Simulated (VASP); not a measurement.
A run of VASP 6.6.1 is set up as follows.

Contents of INCAR:

```
PREC     = Accurate       # precision mode
ENCUT    = 1350           # plane-wave cutoff, eV
EDIFF    = 1E-6           # SCF threshold, eV
ISMEAR   = 0              # smearing method
SIGMA    = 0.05           # smearing width, eV
LREAL    = False          # projectors in reciprocal space
LASPH    = True           # aspherical terms in the spheres
NELM     = 120            # most SCF steps
ALGO     = Normal         # electronic algorithm
ISIF     = 2              # what is computed and relaxed
LWAVE    = False          # write WAVECAR
LCHARG   = False          # write CHGCAR
NBANDS   = 29             # bands
GGA_COMPAT= False
```

Contents of KPOINTS:

```
regular mesh
0
Gamma
  8 8 8
```

File POSCAR:

```
SnF4
1.0
   -1.9338750000      2.0250000000      3.9650000000
    1.9338750000     -2.0250000000      3.9650000000
    1.9338750000      2.0250000000     -3.9650000000
Sn F
1 4
Direct
    0.0000000000      0.0000000000      0.0000000000
    0.2370000000      0.2370000000      0.0000000000
    0.7630000000      0.7630000000      0.0000000000
    0.5000000000      0.0000000000      0.5000000000
    0.0000000000      0.5000000000      0.5000000000
```

Potentials or basis: VASP PAW LDA potentials, release 64 (Sn_d, F_h).

The run is started by

```sh
$ cat potpaw_LDA.64/Sn_d/POTCAR potpaw_LDA.64/F_h/POTCAR > POTCAR
$ mpirun -np 1 vasp_std > vasp.out
```

Problem. Estimate the band gap on the k mesh.

Solution. 3.46 eV (least direct gap 3.71 eV).

Problem. Predict the pressure.

Solution. 6.1 GPa.

Stress tensor (GPa, compression positive):
```
17.22  0.00  0.00
 0.00  0.20  0.00
 0.00  0.00  0.76
```

Caveat: the cell differs from its parent crystal (strain -0.0450 x Voigt [1, 0, 0, 0, 0, 0]); the stress differs along the axes, from 0 to 17 GPa; spin-orbit coupling is left out, which moves the levels of the heavy elements. A k mesh can miss the band edges.
